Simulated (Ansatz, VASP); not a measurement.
One calculation of Cu2Au, two programs

Contents of INCAR:

```
SYSTEM = Cu2Au
PREC = Accurate
ENCUT = 600
EDIFF = 1E-7
ISMEAR = 0
SIGMA = 0.1
LREAL = .FALSE.
LASPH = .TRUE.
NELM = 60
ALGO = Fast
ISIF = 3
LWAVE = .FALSE.
LCHARG = .FALSE.
GGA = PE
IBRION = 2
NSW = 100
EDIFFG = -0.01
```

Contents of KPOINTS:

```
Automatic mesh
0
G
  14 14 14
  0 0 0
```

File POSCAR:

```
Cu2Au
1.0
    0.0000000000      2.9579325666      2.9579325666
    2.9579325666      0.0000000000      2.9579325666
    2.9579325666      2.9579325666      0.0000000000
Cu Au
2 1
Direct
    0.2500000000      0.2500000000      0.2500000000
    0.7500000000      0.7500000000      0.7500000000
    0.0000000000      0.0000000000      0.0000000000
```

Input for Ansatz:

```yaml
crystal:
  lattice:
    - [0.0, 2.9579325666, 2.9579325666]
    - [2.9579325666, 0.0, 2.9579325666]
    - [2.9579325666, 2.9579325666, 0.0]
  atoms:
    - { symbol: Cu, position: [0.25, 0.25, 0.25] }
    - { symbol: Cu, position: [0.75, 0.75, 0.75] }
    - { symbol: Au, position: [0.0, 0.0, 0.0] }
basis:
  ecutwfc: 420
kpoints:
  mp_grid: { grid: [14, 14, 14] }
hamiltonian:
  xc: pbe
scf:
  occupations: { method: gaussian, width: 0.1 }
output:
  forces: true
  stress: true
  eigenvalues: true
  write_density: true
  write_potential: true
  elf: true
  volumetric_format: npy
relax:
  adjacent_minimum: "off"
  f_tol: 0.01
  max_steps: 80
  cell: { stress_tol: 0.05 }
```

Alike in both runs: task relaxation of cell and atoms; functional PBE; k mesh 14 × 14 × 14; occupations gaussian, width 0.1 eV; no spin polarisation.

```csv
,VASP,Ansatz
version,VASP 6.6.1,Ansatz 0.2.0
potentials or method,"VASP PAW PBE potentials, release 64 (Cu, Au), cutoff 600 eV","scalar-relativistic, plane waves, PAW"
valence electrons in the cell,33,57
```

|  | VASP | Ansatz | Ansatz less VASP |
| --- | --- | --- | --- |
| gap on the k mesh at the Fermi level, each at its own relaxed structure (eV) | none | none | - |
| relaxed volume (Å³/atom) | 17.25 | 17.27 | +0.016 |
| relaxed cell length with the largest relative difference (Å) | 4.183 | 4.184 | +0.0013 |

A gap of «none» marks a metal or a gap that the smearing closes. VASP's potentials hold 33 valence electrons a cell and Ansatz's 57, so a difference there can come from the potentials and not from the codes.

Neither program's run includes spin-orbit coupling. Noted on VASP's run: the relaxation stopped at its first step, so nothing moved.
